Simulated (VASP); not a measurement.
Input of a VASP 6.6.1 run:

File INCAR:

```
ALGO = Normal ; EDIFF = 1E-6
ENCUT = 520 ; GGA = PE
ISIF = 2 ; ISMEAR = 0
IVDW = 12 ; LASPH = T
LCHARG = T ; LELF = T
LREAL = F ; LVHAR = T
LWAVE = F ; NBANDS = 11
NELM = 100 ; PREC = Accurate
SIGMA = 0.1
```

KPOINTS

```
k-points
0
Gamma
  21 21 12
```

The input POSCAR:

```
C
1.0
    2.3538144632      0.0000000000      0.0000000000
   -1.1769072316      2.0384631209      0.0000000000
    0.0000000000      0.0000000000      3.5397191012
C
2
Direct
    0.3333333333      0.6666666667      0.0000000000
    0.6666666667      0.3333333333      0.0000000000
```

Potentials or basis: VASP PAW PBE potentials, release 64 (C).

Command:

```console
$ cat potpaw_PBE.64/C/POTCAR > POTCAR
$ mpirun -np 1 vasp_std > vasp.out
```

(1) What does it give for the pressure?

(2) What does it give for the band gap on the k mesh?

(3) What does it give for the dispersion energy per atom?

## Answers

(1) 46.9 GPa.

(2) zero (band 4 reaches 5.55 eV, above the bottom of band 5 at 4.64 eV).

(3) -0.139 eV.

Caveat: the cell differs from its parent crystal (biaxial strain in the a-b plane: -4.5 %, then relaxed in part).
